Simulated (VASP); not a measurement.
A run of VASP 6.6.1:

Contents of INCAR:

```
  PREC = Accurate
  ENCUT = 520
  EDIFF = 1E-7
  ISMEAR = -1
  SIGMA = 0.08
  LREAL = F
  LASPH = T
  NELM = 60
  ALGO = Normal
  ISIF = 2
  LWAVE = F
  LCHARG = T
  GGA = PE
  LELF = T
  LVHAR = T
  NBANDS = 11
```

File KPOINTS:

```
regular mesh
0
Gamma
  17 17 17
```

The input POSCAR:

```
BP
1.0
    0.0000000000      1.9361346815      1.9361346815
    1.9361346815      0.0000000000      1.9361346815
    1.9361346815      1.9361346815      0.0000000000
B P
1 1
Direct
    0.0000000000      0.0000000000      0.0000000000
    0.5000000000      0.5000000000      0.5000000000
```

Potentials or basis: VASP PAW PBE potentials, release 64 (B, P).

Command:

```bash
$ cat potpaw_PBE.64/B/POTCAR potpaw_PBE.64/P/POTCAR > POTCAR
$ mpirun -np 1 vasp_std > vasp.out
```

Hardware: 1 thread of AMD EPYC 7R13, with other jobs on the host.

Task: Estimate the wall time of this run.

Result: Run time: 47 s on 1 thread of AMD EPYC 7R13, on a shared host, peak memory 0.11 GiB. Counts: scf iterations 13, k points 165.
